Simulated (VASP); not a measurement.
Write the native input for VASP 6.6.1 that does the following.

* Task: single point
* Functional: LDA
* Potentials or basis: VASP PAW LDA potentials, release 64 (Cu)
* Cutoff: 600 eV
* k mesh: 13 × 13 × 13
* Occupations: gaussian, width 0.02 eV
* Spin: no spin polarisation
* Dipole correction: no
* Further INCAR settings: ALGO = Normal; EDIFF = 1e-06; NBANDS = 12

The structure of Cu lies in POSCAR:

```
Cu
1.0
    0.0000000000      1.8075000000      1.8075000000
    1.8075000000      0.0000000000      1.8075000000
    1.8075000000      1.8075000000      0.0000000000
Cu
1
Direct
    0.0000000000      0.0000000000      0.0000000000
```

One way to write it, as run:

INCAR

```
ALGO = Normal ; EDIFF = 1E-6
ENCUT = 600 ; GGA = CA
GGA_COMPAT = False ; ISIF = 2
ISMEAR = 0 ; LASPH = True
LCHARG = False ; LREAL = False
LWAVE = False ; NBANDS = 12
NELM = 120 ; PREC = Accurate
SIGMA = 0.02
```

KPOINTS

```
k-points
0
Gamma
  13 13 13
```

Potentials or basis: VASP PAW LDA potentials, release 64 (Cu).

Run with:

```sh
$ cat potpaw_LDA.64/Cu/POTCAR > POTCAR
$ mpirun -np 1 vasp_std > vasp.out
```

Results of the run:

The pressure is -11.8 GPa.

It took 19 s on 1 thread of Intel Xeon 8259CL, on a shared host, peak memory 0.12 GiB.
